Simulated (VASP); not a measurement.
# LiCl in VASP: a series of runs, part 3 of 3

VASP 6.6.1. Earlier steps stand in the parts before.

## Step 6: Relaxation of cell and atoms, PBE

INCAR

```
PREC = Accurate
ENCUT = 600
EDIFF = 1E-7
ISMEAR = 0
SIGMA = 0.02
LREAL = F
LASPH = T
NELM = 80
ALGO = Normal
ISIF = 3
LWAVE = F
LCHARG = F
GGA = PE
IBRION = 2
NSW = 100
EDIFFG = -0.01
```

KPOINTS

```
regular mesh
0
Gamma
  6 6 4
```

POSCAR

```
LiCl
1.0
    3.6076615462      0.0000000000      0.0000000000
   -1.8038307731      3.1243265473      0.0000000000
    0.0000000000      0.0000000000      6.0626442207
Li Cl
2 2
Direct
    0.0000000000      0.0000000000      0.5000000000
    0.0000000000      0.0000000000      0.0000000000
    0.6666666667      0.3333333333      0.2500000000
    0.3333333333      0.6666666667      0.7500000000
```

Potentials or basis: VASP PAW PBE potentials, release 64 (Li_sv, Cl).

Started as:

```
> cat potpaw_PBE.64/Li_sv/POTCAR potpaw_PBE.64/Cl/POTCAR > POTCAR
> mpirun -np 1 vasp_std > vasp.out
```

OUTCAR:

```text
PREC = Accurate
   ENCUT = 600
   EDIFF = 1E-7
   ISMEAR = 0
   LREAL = F
   LASPH = T
   NELM = 80
   ISIF = 3
   GGA = PE
   IBRION = 2
   NSW = 100
   EDIFFG = -0.01

 ion  position               nearest neighbor table
   1  0.000  0.000  0.500-   3 2.58   4 2.58   3 2.58   4 2.58   3 2.58   4 2.58
   2  0.000  0.000  0.000-   3 2.58   4 2.58   3 2.58   4 2.58   3 2.58   4 2.58
   3  0.667  0.333  0.250-   1 2.58   2 2.58   1 2.58   2 2.58   1 2.58   2 2.58
   4  0.333  0.667  0.750-   1 2.58   2 2.58   1 2.58   2 2.58   1 2.58   2 2.58

  LATTYP: Found a hexagonal cell.
 ALAT       =     3.6076615462
 C/A-ratio  =     1.6804914050

  Lattice vectors:

 A1 = (   3.6076615462,   0.0000000000,   0.0000000000)
 A2 = (  -1.8038307731,   3.1243265473,   0.0000000000)
 A3 = (   0.0000000000,   0.0000000000,   6.0626442207)

Analysis of symmetry for initial positions (statically):
=====================================================================
 Subroutine PRICEL returns:
 Original cell was already a primitive cell.

 Routine SETGRP: Setting up the symmetry group for a
 hexagonal supercell.

 Subroutine GETGRP returns: Found 24 space group operations
[... 161 lines left out ...]
 number of electron      20.0000001 magnetization

 Free energy of the ion-electron system (eV)
  ---------------------------------------------------
  ext. energy  EPLUGINS =         0.00000000
  ---------------------------------------------------
  free energy    TOTEN  =       -14.71131808 eV

  energy without entropy =      -14.71131808  energy(sigma->0) =      -14.71131808

------------------------ aborting loop because EDIFF is reached ----------------------------------------

  FORCE on cell =-STRESS in cart. coord.  units (eV):
  Direction    XX          YY          ZZ          XY          YZ          ZX
  --------------------------------------------------------------------------------------
  -------------------------------------------------------------------------------------
  Total       -0.1040765     -0.1040765     -0.0072170      0.0000000      0.0000000      0.0000000
  in kB       -2.4401648     -2.4401648     -0.1692088      0.0000000      0.0000000      0.0000000
  external PRESSURE =      -1.6831794 kB  Pullay stress =       0.0000000 kB
[... 63 lines left out ...]
--------------------------------------- Ionic step        3  -------------------------------------------

 number of electron      19.9999997 magnetization

 Free energy of the ion-electron system (eV)
  ---------------------------------------------------
  ext. energy  EPLUGINS =         0.00000000
  ---------------------------------------------------
  free energy    TOTEN  =       -14.71159618 eV

  energy without entropy =      -14.71159618  energy(sigma->0) =      -14.71159618

 E-fermi :   0.7784     XC(G=0):  -8.7002

 val. band max:        0.5730380038   @ k =   0.0000   0.0000   0.0000
 cond. band min:       6.8338562684   @ k =   0.0000   0.0000   0.0000
 fundamental gap:      6.2608182646
 Fermi energy:         0.7784255979

 k-point     1 :       0.0000    0.0000    0.0000
  band No.  band energies     occupation
      1     -43.0301      2.00000
      2     -43.0229      2.00000
      3     -12.8517      2.00000
      4     -12.3476      2.00000
      5      -2.2837      2.00000
      6       0.3701      2.00000
      7       0.3701      2.00000
      8       0.4012      2.00000
      9       0.5730      2.00000
     10       0.5730      2.00000
     11       6.8339      0.00000
     12       7.3156      0.00000
     13      10.8667      0.00000
     14      10.8667      0.00000
[... 369 lines left out ...]
  FREE ENERGIE OF THE ION-ELECTRON SYSTEM (eV)
  ---------------------------------------------------
  free  energy   TOTEN  =       -14.7115961829 eV

  energy  without entropy=      -14.7115961829  energy(sigma->0) =      -14.71159618

 reached required accuracy - stopping structural energy minimisation
```

OSZICAR:

```text
N       E                     dE             d eps       ncg     rms          rms(c)
DAV:   1     0.130279460219E+03    0.13028E+03   -0.92687E+03   588   0.149E+03
DAV:   2    -0.334810503640E+01   -0.13363E+03   -0.12920E+03   750   0.277E+02
DAV:   3    -0.141994858490E+02   -0.10851E+02   -0.10820E+02  1050   0.765E+01
DAV:   4    -0.148191579931E+02   -0.61967E+00   -0.61909E+00   902   0.146E+01
[... 20 lines left out ...]
DAV:   2    -0.147117895720E+02    0.12803E-02   -0.33303E-03   804   0.400E-01    0.966E-02
DAV:   3    -0.147115990740E+02    0.19050E-03   -0.71744E-04   756   0.169E-01    0.579E-02
DAV:   4    -0.147115957196E+02    0.33544E-05   -0.28103E-05   764   0.434E-02    0.123E-02
DAV:   5    -0.147115962225E+02   -0.50290E-06   -0.66534E-06   954   0.181E-02    0.457E-03
DAV:   6    -0.147115961829E+02    0.39615E-07   -0.39946E-07   768   0.573E-03
   3 F= -.14711596E+02 E0= -.14711596E+02  d E =-.278107E-03
```

CONTCAR:

```text
LiCl
   1.00000000000000
     3.5964701631795624    0.0000000000000000    0.0000000000000000
    -1.7982350815897812    3.1146345253004974    0.0000000000000000
     0.0000000000000000    0.0000000000000000    6.0613400814422178
  Li              Cl
     2     2
Direct
     0.0000000000000000    1.0000000000000000    0.5000000000000000
     0.0000000000000000    1.0000000000000000    0.0000000000000000
     0.6666666667000030    0.3333333332999970    0.2500000000000000
     0.3333333332999970    0.6666666667000030    0.7500000000000000

  0.00000000E+00  0.00000000E+00  0.00000000E+00
  0.00000000E+00  0.00000000E+00  0.00000000E+00
  0.00000000E+00  0.00000000E+00  0.00000000E+00
  0.00000000E+00  0.00000000E+00  0.00000000E+00
```

Wall time 31 s (1 thread of Intel Xeon 6975P-C (Granite Rapids), shared host); peak memory 0.19 GiB.

Results:

```yaml
Free_energy: -14.7116 eV
Relaxed_volume: 16.97 Å³/atom
Relaxed_cell: a = 3.596 Å, b = 3.596 Å, c = 6.061 Å, α = 90.00°, β = 90.00°, γ = 120.00°
Space_group_after_relaxing_to_0.05_Å: P6_3/mmc (No. 194)
Energy_gained_by_relaxing: 0.1 meV/atom
Ionic_steps: 3
Pressure_after_relaxing: 0.0 GPa
Band_gap_on_the_k_mesh: 6.26 eV, direct
```

Step by step:
```tsv
step	energy change (eV)	largest force (eV/Å)	pressure (GPa)	volume (Å³)
1	0.0000	0.0000	-0.17	68.34
2	-0.0002	0.0000	-0.08	68.16
3	-0.0003	0.0000	0.04	67.90
```

Final structure:
```
Li Cl
1.0
     3.59647    0.00000    0.00000
    -1.79824    3.11463    0.00000
     0.00000    0.00000    6.06134
Li Cl
2 2
Direct
  0.00000 0.00000 0.50000
  0.00000 0.00000 0.00000
  0.66667 0.33333 0.25000
  0.33333 0.66667 0.75000
```

Levels at points of the mesh, in eV from the valence-band top:
| k point | band 8 | band 9 | band 10 | band 11 | band 12 | band 13 |
| --- | --- | --- | --- | --- | --- | --- |
| (0.00, 0.00, 0.00) | -0.17 | 0.00 | 0.00 | 6.26 | 6.74 | 10.29 |
| (0.50, 0.00, 0.00) | -1.05 | -0.74 | -0.29 | 7.11 | 8.23 | 8.81 |
| (0.00, 0.00, 0.50) | -0.10 | -0.10 | -0.10 | 7.13 | 7.13 | 10.49 |
| (0.50, 0.00, 0.50) | -0.90 | -0.70 | -0.70 | 7.51 | 7.51 | 8.70 |

Caveat: the cutoff is under 1.25 times the usual one of these potentials, so pressure, stress and relaxed cells hold a basis-set (Pulay) error. A k mesh can miss the band edges.

## Step 7: Single point, PBE

This run uses another cell than the first one: it holds 8 atoms, not 4.

INCAR

```
PREC = Accurate ; ENCUT = 520
EDIFF = 1E-7 ; ISMEAR = 0
SIGMA = 0.1 ; LREAL = False
LASPH = True ; NELM = 60
ALGO = Normal ; ISIF = 2
LWAVE = False ; LCHARG = False
GGA = PE ; NBANDS = 30
```

KPOINTS

```
regular mesh
0
Gamma
  4 4 4
```

POSCAR

```
LiCl
1.0
   -2.0911575773      3.6391214876      0.0001034820
    0.0001134279     -0.0000125134      5.2817161290
    6.2676473686      3.6357433238      0.0001841629
Li Cl
4 4
Direct
    0.4988549510      0.2508981304      0.1664358880
   -0.0000709043      0.2469372107      0.6662795858
   -0.0000903848      0.7493181719      0.3335377406
    0.5012256878      0.7505679916      0.8336885394
    0.5005134575      0.7503254323      0.1671903766
    0.0020390201      0.7508131687      0.6672799460
   -0.0019209083      0.2505769272      0.3328800353
    0.4994490808      0.2505629671      0.8327078885
```

Started as:

```
> cat potpaw_PBE.64/Li_sv/POTCAR potpaw_PBE.64/Cl/POTCAR > POTCAR
> mpirun -np 1 vasp_std > vasp.out
```

It took 2.5 min on 1 thread of Oxide Virtual Turin-like, shared host; peak memory 0.27 GiB.

The run converged. Its results:

* Free energy: -29.5772 eV
* Largest force: 0.009 eV/Å
* Band gap on the k mesh: 5.59 eV

Forces on the atoms (eV/Å):
```
Li   0.000  0.004 -0.001
Li   0.003  0.007  0.004
Li   0.001 -0.003  0.000
Li  -0.003 -0.005 -0.003
Cl   0.001  0.000  0.002
Cl   0.000 -0.004 -0.001
Cl  -0.004  0.001 -0.001
Cl   0.002  0.002  0.000
```

Levels at points of the mesh, in eV from the valence-band top:
```tsv
k point	band 18	band 19	band 20	band 21	band 22	band 23
(0.00, 0.00, 0.00)	-0.59	-0.58	0.00	5.59	7.29	7.97
(0.50, 0.00, 0.00)	-0.92	-0.85	-0.85	7.80	7.80	8.66
(0.00, 0.50, 0.00)	-0.96	-0.48	-0.48	7.20	7.21	7.51
(0.50, 0.50, 0.00)	-0.30	-0.30	-0.30	7.62	7.63	7.63
(0.00, 0.00, 0.50)	-0.59	-0.36	-0.35	6.59	6.59	8.23
(0.50, 0.00, 0.50)	-0.94	-0.64	-0.63	7.29	7.29	8.37
(0.00, 0.50, 0.50)	-0.63	-0.63	-0.63	7.17	7.17	7.18
(0.50, 0.50, 0.50)	-0.48	-0.47	-0.47	7.19	7.19	7.20
```

Caveat: the cutoff is under 1.25 times the usual one of these potentials, so pressure, stress and relaxed cells hold a basis-set (Pulay) error. PBE gaps usually lie below the measured ones, often by a third to a half.

## Step 8: Overview

```tsv
task	cell	k mesh	cutoff (eV)	smearing	gap on the mesh (eV)	pressure (GPa)	largest force (eV/Å)
single point	a = 3.608, b = 3.608, c = 6.063 Å, angles 90.0, 90.0, 120.0°, 4 atoms	6 × 6 × 4	520	gaussian 0.1 eV	6.23	-	-
single point	a = 3.601, b = 3.601, c = 6.073 Å, angles 90.0, 90.0, 120.0°, 4 atoms	6 × 6 × 4	520	gaussian 0.02 eV	6.23	-	-
single point	a = 3.607, b = 6.063, c = 3.609 Å, angles 90.0, 119.9, 90.0°, 4 atoms	4 × 4 × 4	520	gaussian 0.1 eV	6.22	-	0.01
relaxation of cell and atoms	relaxed from a = 3.608, b = 3.608, c = 6.063 Å, angles 90.0, 90.0, 120.0°, 4 atoms	6 × 6 × 4	600	gaussian 0.1 eV	6.23	-0.2	-
relaxation of cell and atoms	relaxed from a = 3.608, b = 3.608, c = 6.063 Å, angles 90.0, 90.0, 120.0°, 4 atoms	6 × 6 × 4	600	gaussian 0.02 eV	6.26	0.0	-
single point	a = 4.197, b = 5.282, c = 7.246 Å, angles 90.0, 89.8, 90.0°, 8 atoms	4 × 4 × 4	520	gaussian 0.1 eV	5.59	-	0.01
```

Alike in all rows: level PBE; potentials or basis VASP PAW PBE potentials, release 64 (Li_sv, Cl); no spin polarisation.

Caveats: some runs use coarse meshes; the cutoff is under 1.25 times the usual one of these potentials, so pressure, stress and relaxed cells hold a basis-set (Pulay) error; the relaxation stopped at its first step, so nothing moved (some runs).

Total energies depend on the potentials used, so only differences within one code and one set of settings carry meaning.
